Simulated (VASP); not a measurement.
Write the native input for VASP 6.6.1 that does the following.

```yaml
Task: single point
Functional: r2SCAN
Potentials_or_basis: VASP PAW PBE potentials, release 64 (Fe, Pt)
Cutoff: 520 eV
k_mesh: 5 × 9 × 6
Occupations: fermi-dirac, width 0.05 eV
Spin: no spin polarisation
Dipole_correction: no
Further_INCAR_settings: ALGO = Normal; EDIFF = 1e-07; NBANDS = 26
```

FePt:

```
Fe Pt
1.0
     5.44700    0.00000    0.00000
     0.00000    2.72350    0.00000
     0.00000    0.00000    3.72000
Fe Pt
2 2
Cartesian
  0.0000 0.0000 0.0000
  2.7235 0.0000 0.0000
  1.3618 1.3618 1.8600
  4.0853 1.3618 1.8600
```

The input as run:

POSCAR

```
FePt
1.0
    5.4470000000      0.0000000000      0.0000000000
    0.0000000000      2.7235000000      0.0000000000
    0.0000000000      0.0000000000      3.7200000000
Fe Pt
2 2
Direct
    0.0000000000      0.0000000000      0.0000000000
    0.5000000000      0.0000000000      0.0000000000
    0.2500000000      0.5000000000      0.5000000000
    0.7500000000      0.5000000000      0.5000000000
```

INCAR.step1

```
PREC     = Accurate       # precision mode
ENCUT    = 520            # plane-wave cutoff, eV
ISMEAR   = -1             # smearing method
SIGMA    = 0.05           # smearing width, eV
LREAL    = F              # projectors in reciprocal space
LASPH    = T              # aspherical terms in the spheres
NELM     = 80             # most SCF steps
NBANDS   = 26             # bands
GGA      = PE             # functional
ALGO     = Normal         # electronic algorithm
EDIFF    = 1E-4           # SCF threshold, eV
LWAVE    = T              # write WAVECAR
LCHARG   = F              # write CHGCAR
```

INCAR.step2

```
PREC     = Accurate       # precision mode
ENCUT    = 520            # plane-wave cutoff, eV
EDIFF    = 1E-7           # SCF threshold, eV
ISMEAR   = -1             # smearing method
SIGMA    = 0.05           # smearing width, eV
LREAL    = F              # projectors in reciprocal space
LASPH    = T              # aspherical terms in the spheres
NELM     = 80             # most SCF steps
ALGO     = Normal         # electronic algorithm
ISIF     = 2              # what is computed and relaxed
LWAVE    = F              # write WAVECAR
LCHARG   = F              # write CHGCAR
METAGGA  = R2SCAN         # meta-GGA
LMIXTAU  = T            
NBANDS   = 26             # bands
ISTART   = 1
```

KPOINTS

```
Automatic mesh
0
Gamma
  5 9 6
```

Potentials or basis: VASP PAW PBE potentials, release 64 (Fe, Pt).

Run with:

```console
$ cat potpaw_PBE.64/Fe/POTCAR potpaw_PBE.64/Pt/POTCAR > POTCAR
$ cp INCAR.step1 INCAR
$ mpirun -np 1 vasp_std > vasp.out
$ cp INCAR.step2 INCAR
$ mpirun -np 1 vasp_std > vasp.out
```

It gave:

```yaml
Pressure: -18.9 GPa
Band_gap_on_the_k_mesh: zero (band 18 reaches 8.81 eV, above the bottom of band 19 at 7.88 eV)
```

Caveat: the PAW data sets were made with another functional, which shifts forces and pressure a little; spin-orbit coupling is left out, which moves the levels of the heavy elements.

It took 3.4 min on 1 thread of AMD EPYC 9R14 (Zen 4) (shared host), peak memory 0.19 GiB.
